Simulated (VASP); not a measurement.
# NiO2 (P-3m1) in VASP: relaxation of cell and atoms with LDA

Aim: the relaxation of cell and atoms of NiO2 with LDA.

Everything below comes from runs of VASP 6.6.1. Logs are shortened: lines on timing, memory, paths and dates and some standing lists are left out, and cuts for length are marked.

## Step 1: The cell of the first run

Symmetry: P-3m1, No. 164, trigonal system. Conventional cell: a = 2.762 Å, b = 2.762 Å, c = 4.204 Å, α = 90.00°, β = 90.00°, γ = 120.00°. Within 2.4 Å of Ni (site symmetry -3m) lie 6 O at 1.84 Å. O (site symmetry 3m) has 3 Ni at 1.84 Å and 3 O at 2.43 Å within 2.5 Å.

## Step 2: Relaxation of cell and atoms, LDA

Contents of INCAR:

```
SYSTEM = NiO2
PREC = Accurate
ENCUT = 1340
EDIFF = 1E-7
ISMEAR = 0
SIGMA = 0.02
LREAL = .False.
LASPH = .True.
NELM = 120
ALGO = Normal
ISIF = 3
LWAVE = .False.
LCHARG = .False.
GGA = CA
IBRION = 2
NSW = 100
EDIFFG = -0.005
GGA_COMPAT = .False.
NELMIN = 4
```

Contents of KPOINTS:

```
Automatic mesh
0
Gamma
  12 12 6
  0 0 0
```

Contents of POSCAR:

```
NiO2
1.0
    2.7624727324      0.0000000000      0.0000000000
   -1.3812363662      2.3923715635      0.0000000000
    0.0000000000      0.0000000000      4.2044747070
Ni O
1 2
Direct
    0.0000000000      0.0000000000      0.5000000000
    0.6666666667      0.3333333333      0.7187630451
    0.3333333333      0.6666666667      0.2812369549
```

Potentials or basis: VASP PAW LDA potentials, release 64 (Ni_sv_GW, O_h).

Started as:

```console
> cat potpaw_LDA.64/Ni_sv_GW/POTCAR potpaw_LDA.64/O_h/POTCAR > POTCAR
> mpirun -np 1 vasp_std > vasp.out
```

OUTCAR:

```text
SYSTEM = NiO2
   PREC = Accurate
   ENCUT = 1340
   EDIFF = 1E-7
   ISMEAR = 0
   LREAL = .False.
   LASPH = .True.
   NELM = 120
   ISIF = 3
   GGA = CA
   IBRION = 2
   NSW = 100
   EDIFFG = -0.005
   NELMIN = 4

 ion  position               nearest neighbor table
   1  0.000  0.000  0.500-   2 1.84   3 1.84   3 1.84   2 1.84   2 1.84   3 1.84
   2  0.667  0.333  0.719-   1 1.84   1 1.84   1 1.84
   3  0.333  0.667  0.281-   1 1.84   1 1.84   1 1.84

  LATTYP: Found a hexagonal cell.
 ALAT       =     2.7624727324
 C/A-ratio  =     1.5219968174

  Lattice vectors:

 A1 = (   2.7624727324,   0.0000000000,   0.0000000000)
 A2 = (  -1.3812363662,   2.3923715635,   0.0000000000)
 A3 = (   0.0000000000,   0.0000000000,   4.2044747070)

Analysis of symmetry for initial positions (statically):
=====================================================================
 Subroutine PRICEL returns:
 Original cell was already a primitive cell.

 Routine SETGRP: Setting up the symmetry group for a
 hexagonal supercell.

 Subroutine GETGRP returns: Found 12 space group operations
 (whereof 12 operations were pure point group operations)
 out of a pool of 24 trial point group operations.

The static configuration has the point symmetry D_3d.

Analysis of symmetry for dynamics (positions and initial velocities):
=====================================================================
 Subroutine PRICEL returns:
 Original cell was already a primitive cell.

 Routine SETGRP: Setting up the symmetry group for a
 hexagonal supercell.

 Subroutine GETGRP returns: Found 12 space group operations
 (whereof 12 operations were pure point group operations)
 out of a pool of 24 trial point group operations.

The dynamic configuration has the point symmetry D_3d.

 Subroutine INISYM returns: Found 12 space group operations
 (whereof 12 operations are pure point group operations),
 and found     1 'primitive' translations

----------------------------------------------------------------------------------------

                                     Primitive cell

  volume of cell :      27.7868

  direct lattice vectors                    reciprocal lattice vectors
     2.762472732  0.000000000  0.000000000     0.361994523  0.208997635  0.000000000
    -1.381236366  2.392371563  0.000000000     0.000000000  0.417995271  0.000000000
     0.000000000  0.000000000  4.204474707     0.000000000  0.000000000  0.237841840

  length of vectors
     2.762472732  2.762472732  4.204474707     0.417995271  0.417995271  0.237841840

  position of ions in fractional coordinates (direct lattice)
     0.000000000  0.000000000  0.500000000
     0.666666667  0.333333333  0.718763045
     0.333333333  0.666666667  0.281236955

  ion indices of the primitive-cell ions
   primitive index   ion index
                 1           1
                 2           2
                 3           3

----------------------------------------------------------------------------------------

 KPOINTS: Automatic mesh

Automatic generation of k-mesh.
 Grid dimensions read from file:
 generate k-points for:   12   12    6

 Generating k-lattice:

  Cartesian coordinates                     Fractional coordinates (reciprocal lattice)
     0.030166210  0.017416470  0.000000000     0.083333333  0.000000000  0.000000000
     0.000000000  0.034832939  0.000000000     0.000000000  0.083333333  0.000000000
     0.000000000  0.000000000  0.039640307     0.000000000  0.000000000  0.166666667

  Length of vectors
     0.034832939  0.034832939  0.039640307

  Shift w.r.t. Gamma in fractional coordinates (k-lattice)
     0.000000000  0.000000000  0.000000000

 Subroutine IBZKPT returns following result:
 ===========================================

 Found    100 irreducible k-points:

 Following reciprocal coordinates:
            Coordinates               Weight
  0.000000  0.000000  0.000000      1.000000
  0.083333  0.000000  0.000000      6.000000
  0.166667  0.000000  0.000000      6.000000
  0.250000  0.000000  0.000000      6.000000
  0.333333  0.000000  0.000000      6.000000
  0.416667  0.000000  0.000000      6.000000
[... 16 lines left out ...]
  0.166667  0.000000  0.166667      6.000000
  0.000000  0.166667  0.166667      6.000000
 [... further k-points ...]
   k-points           NKPTS =    100   k-points in BZ     NKDIM =    100   number of bands    NBANDS=     19
   number of dos      NEDOS =    301   number of ions     NIONS =      3
   total plane-waves  NPLWV =  64800
   dimension x,y,z NGX =    36 NGY =   36 NGZ =   50
   dimension x,y,z NGXF=    72 NGYF=   72 NGZF=  100
   ions per type =               1   2
   NGX,Y,Z   is equivalent  to a cutoff of  21.66, 21.66, 19.77 a.u.
   NGXF,Y,Z  is equivalent  to a cutoff of  43.33, 43.33, 39.54 a.u.
 SYSTEM =  NiO2
   PREC   = accura    normal or accurate (medium, high low for compatibility)
   ISTART =      0    job   : 0-new  1-cont  2-samecut
   ICHARG =      2    charge: 1-file 2-atom 10-const
   ISPIN  =      1    spin polarized calculation?
   LNONCOLLINEAR =      F non collinear calculations
   LSORBIT =      F    spin-orbit coupling
   LASPH  =      T    aspherical Exc in radial PAW
   ENCUT  = 1340.0 eV  98.49 Ry    9.92 a.u.   8.25  8.25 12.55*2*pi/ulx,y,z
   NELM   =    120;   NELMIN=  4; NELMDL= -5     # of ELM steps
   EDIFF  = 0.1E-06   stopping-criterion for ELM
   LREAL  =      F    real-space projection
   EDIFFG = -.5E-02   stopping-criterion for IOM
   NSW    =    100    number of steps for IOM
   IBRION =      2    ionic relax: 0-MD 1-quasi-New 2-CG
   NFREE  =      1    steps in history (QN), initial steepest desc. (CG)
   ISIF   =      3    stress and relaxation
   ISYM   =      2    0-nonsym 1-usesym 2-fastsym
   POTIM  = 0.5000    time-step for ionic-motion
   TEBEG  =    0.0;   TEEND  =   0.0 temperature during run
   PSTRESS=    0.0 pullay stress
   NELECT =      30.0000    total number of electrons
   NUPDOWN=      -1.0000    fix difference up-down
   EMIN   =  10.00;   EMAX   =-10.00  energy-range for DOS
   EFERMI =   0.00;   METHOD = LEGACY
   ISMEAR =     0;   SIGMA  =   0.02  broadening in eV -4-tet -1-fermi 0-gaus
   EFERMI_NEDOS =   21; number of points for ismear=-14 and -15
   IALGO  =     38    algorithm
   IMIX   =      4    mixing-type and parameters
     AMIX     =   0.40;   BMIX     =  1.00
     AMIX_MAG =   1.60;   BMIX_MAG =  1.00
  volume/ion in A,a.u.               =       9.26        62.50
  Fermi-wavevector in a.u.,A,eV,Ry     =   1.679458  3.173715 38.376305  2.820579
  Thomas-Fermi vector in A             =   2.763366
   LORBIT       =      0    0 simple, 1 ext, 2 COOP (PROOUT), +10 PAW based schemes
   GGA     = CA    functional components
   LHFCALC =     F    Hartree Fock is set to
   AEXX    =    0.0000 exact exchange contribution
   IVDW    =     0    specifies the selected vdW correction
   LEPSILON=     F    determine dielectric tensor
   LRPA    =     F    only Hartree local field effects (RPA)
 conjugate gradient relaxation of ions
 non-spin polarized calculation
 Gauss-broadening in eV      SIGMA  =   0.02
  energy-cutoff  :     1340.00
  volume of cell :       27.79
 maximum number of plane-waves:      3118
 NGX is ok and might be reduce to    36
   NGX = 17   NGY = 17   NGZ = 25

--------------------------------------- Ionic step        1  -------------------------------------------

 number of electron      29.9999998 magnetization

 Free energy of the ion-electron system (eV)
  ---------------------------------------------------
  ext. energy  EPLUGINS =         0.00000000
  ---------------------------------------------------
  free energy    TOTEN  =       -21.13596605 eV

  energy without entropy =      -21.13596605  energy(sigma->0) =      -21.13596605

------------------------ aborting loop because EDIFF is reached ----------------------------------------

  FORCE on cell =-STRESS in cart. coord.  units (eV):
  Direction    XX          YY          ZZ          XY          YZ          ZX
  --------------------------------------------------------------------------------------
  -------------------------------------------------------------------------------------
  Total        0.2687021      0.2687021      0.1126060     -0.0000000      0.0000000      0.0000000
  in kB       15.4932788     15.4932788      6.4928242     -0.0000000      0.0000000      0.0000000
  external PRESSURE =      12.4931272 kB  Pullay stress =       0.0000000 kB
[... 92 lines left out ...]
  FREE ENERGIE OF THE ION-ELECTRON SYSTEM (eV)
  ---------------------------------------------------
  free  energy   TOTEN  =       -21.1366226104 eV

  energy  without entropy=      -21.1366226104  energy(sigma->0) =      -21.13662261

[... ionic steps 4 to 11 ...]

--------------------------------------- Ionic step       12  -------------------------------------------

 number of electron      29.9999996 magnetization

------------------------ aborting loop because EDIFF is reached ----------------------------------------

  FORCE on cell =-STRESS in cart. coord.  units (eV):
  Direction    XX          YY          ZZ          XY          YZ          ZX
  --------------------------------------------------------------------------------------
  -------------------------------------------------------------------------------------
  Total       -0.0471799     -0.0471799     -0.0245572      0.0000000      0.0000000      0.0000000
  in kB       -2.7322466     -2.7322466     -1.4221404      0.0000000      0.0000000      0.0000000
  external PRESSURE =      -2.2955445 kB  Pullay stress =       0.0000000 kB
[... 59 lines left out ...]
  energy  without entropy=      -21.1370211206  energy(sigma->0) =      -21.13702112

--------------------------------------- Ionic step       14  -------------------------------------------

 number of electron      29.9999996 magnetization

 Free energy of the ion-electron system (eV)
  ---------------------------------------------------
  ext. energy  EPLUGINS =         0.00000000
  ---------------------------------------------------
  free energy    TOTEN  =       -21.13704020 eV

  energy without entropy =      -21.13704020  energy(sigma->0) =      -21.13704020

 E-fermi :   4.3582     XC(G=0): -12.5485

 val. band max:        4.0556282794   @ k =   0.0833   0.0833   0.5000
 cond. band min:       4.7977740797   @ k =   0.3333   0.0000   0.3333
 fundamental gap:      0.7421458003
 Fermi energy:         4.3582307870

 k-point     1 :       0.0000    0.0000    0.0000
  band No.  band energies     occupation
      1     -99.3537      2.00000
      2     -60.4030      2.00000
      3     -60.4030      2.00000
      4     -60.1125      2.00000
      5     -16.0512      2.00000
      6     -12.9962      2.00000
[... 11 lines left out ...]
     18      12.0700      0.00000
     19      14.8940      0.00000
[... 489 lines left out ...]
      3     -60.4067      2.00000
      4     -60.1103      2.00000
      5     -15.5933      2.00000
      6     -13.1743      2.00000
[... 11 lines left out ...]
     18      13.5066      0.00000
     19      16.2084      0.00000

 [... further k-points ...]

------------------------ aborting loop because EDIFF is reached ----------------------------------------

  FORCE on cell =-STRESS in cart. coord.  units (eV):
  Direction    XX          YY          ZZ          XY          YZ          ZX
  --------------------------------------------------------------------------------------
  -------------------------------------------------------------------------------------
  Total       -0.0000913     -0.0000913     -0.0000672      0.0000000      0.0000000      0.0000000
  in kB       -0.0052949     -0.0052949     -0.0038997      0.0000000      0.0000000      0.0000000
  external PRESSURE =      -0.0048298 kB  Pullay stress =       0.0000000 kB
[... 18 lines left out ...]
  FREE ENERGIE OF THE ION-ELECTRON SYSTEM (eV)
  ---------------------------------------------------
  free  energy   TOTEN  =       -21.1370402020 eV

  energy  without entropy=      -21.1370402020  energy(sigma->0) =      -21.13704020

 reached required accuracy - stopping structural energy minimisation
```

Run time: 16 min. Hardware: 1 thread of Intel Xeon 6975P-C (Granite Rapids), shared host; peak memory 0.41 GiB.

Results:

- Free energy: -21.1370 eV
- Relaxed volume: 9.21 Å³/atom
- Relaxed cell: a = 2.769 Å, b = 2.769 Å, c = 4.161 Å, α = 90.00°, β = 90.00°, γ = 120.00°
- Space group after relaxing (to 0.1 Å): P-3m1 (No. 164)
- Energy gained by relaxing: 0.4 meV/atom
- Ionic steps: 14
- Pressure after relaxing: 0.0 GPa
- Band gap on the k mesh: 0.74 eV (least direct gap 0.98 eV)

The path:
```tsv
step	energy change (eV)	largest force (eV/Å)	pressure (GPa)	volume (Å³)
1	0.0000	0.0976	1.25	27.79
2	0.0010	0.1399	-2.25	28.08
3	-0.0007	0.0040	-0.11	27.90
4	-0.0007	0.0056	-0.10	27.90
5	-0.0007	0.0091	-0.12	27.88
6	-0.0008	0.0230	-0.10	27.84
7	-0.0008	0.0495	-0.12	27.75
8	-0.0009	0.0326	-0.08	27.81
9	-0.0009	0.0267	-0.13	27.79
10	-0.0010	0.0105	-0.16	27.74
11	-0.0010	0.0222	-0.31	27.63
12	-0.0011	0.0110	-0.23	27.67
13	-0.0011	0.0115	0.24	27.59
14	-0.0011	0.0018	0.00	27.62
```

Final structure:
```
CELL_PARAMETERS angstrom
2.76871 0.00000 0.00000
-1.38436 2.39777 0.00000
0.00000 0.00000 4.16107
ATOMIC_POSITIONS crystal
Ni 0.00000 0.00000 0.50000
O 0.66667 0.33333 0.72136
O 0.33333 0.66667 0.27864
```

Levels at points of the mesh, in eV from the valence-band top:
```tsv
k point	band 11	band 12	band 13	band 14	band 15	band 16	band 17	band 18	band 19
(0.00, 0.00, 0.00)	-2.42	-1.36	-1.36	-0.62	-0.59	2.08	2.08	8.01	10.84
(0.50, 0.00, 0.00)	-3.32	-2.80	-1.99	-1.90	-1.18	1.41	2.12	12.60	13.14
(0.00, 0.00, 0.50)	-2.43	-2.43	-1.48	-1.48	-0.10	2.20	2.20	10.21	10.37
(0.50, 0.00, 0.50)	-3.08	-2.00	-1.94	-1.58	-1.33	1.46	1.91	11.41	13.13
```

Caveat: the run has no spin polarisation, though such a crystal can be magnetic. Spin polarisation is off, so any magnetic state and its effect on volume and gap are missing.
